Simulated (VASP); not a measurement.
BaF2:

```
Ba F
1.0
     0.00000    3.09717    3.09717
     3.09717    0.00000    3.09717
     3.09717    3.09717    0.00000
Ba F
1 2
Direct
  0.00000 0.00000 0.00000
  0.25000 0.25000 0.25000
  0.75000 0.75000 0.75000
```

Base run:

| Property | Result |
| --- | --- |
| Program | VASP 6.6.1 |
| Functional | r2SCAN |
| Potentials or basis | VASP PAW PBE potentials, release 64 (Ba_sv, F) |
| Cutoff | 660 eV |
| k mesh | 6 × 6 × 6 |
| Occupations | gaussian, width 0.01 eV |
| Spin | no spin polarisation |

Its results: band gap on the k mesh 7.36 eV (least direct gap 7.43 eV); pressure 0.9 GPa.

**Question.** The run is repeated on the same cell with these changes: functional from r2SCAN to HSE06; cutoff from 660 eV to 520 eV. What comes out?

**Answer.** Band gap on the k mesh 8.72 eV (least direct gap 8.79 eV); pressure 1.4 GPa.

Caveats: the PAW data sets were made with another functional, which shifts forces and pressure a little; spin-orbit coupling is left out, which moves the levels of the heavy elements.

A k mesh can miss the band edges.
